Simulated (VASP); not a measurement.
A run of VASP 6.6.1:

File INCAR:

```
PREC = Accurate
ENCUT = 520
EDIFF = 1E-6
ISMEAR = 1
SIGMA = 0.05
LREAL = False
LASPH = True
NELM = 60
ALGO = Normal
ISIF = 2
LWAVE = False
LCHARG = False
GGA = PS
NBANDS = 28
```

The input KPOINTS:

```
regular mesh
0
Gamma
  6 6 6
```

File POSCAR:

```
BaTiO3
1.0
    2.8122496582      1.6236282635      2.3060153291
   -2.8122496582      1.6236282635      2.3060153291
    0.0000000000     -3.2647867103      2.3183583312
Ba Ti O
1 1 3
Direct
   -0.0019310977     -0.0019310977     -0.0034075635
    0.4876176503      0.4876176503      0.4842803539
    0.5088940234      0.5088940234      0.0176900963
    0.0150237194      0.5095957047      0.5103185566
    0.5095957047      0.0150237194      0.5103185566
```

Potentials or basis: VASP PAW PBE potentials, release 64 (Ba_sv, Ti_sv, O).

The run is started by

```bash
$ cat potpaw_PBE.64/Ba_sv/POTCAR potpaw_PBE.64/Ti_sv/POTCAR potpaw_PBE.64/O/POTCAR > POTCAR
$ mpirun -np 1 vasp_std > vasp.out
```

Hardware: 1 thread of Intel(R) Xeon(R) 6975P-C (Granite Rapids), on a shared host.

Question: Estimate the wall time of this run.

Answer: Run time: 53 s on 1 thread of Intel(R) Xeon(R) 6975P-C (Granite Rapids) (shared host), peak memory 0.25 GiB. Counts: scf iterations 15, k points 68.
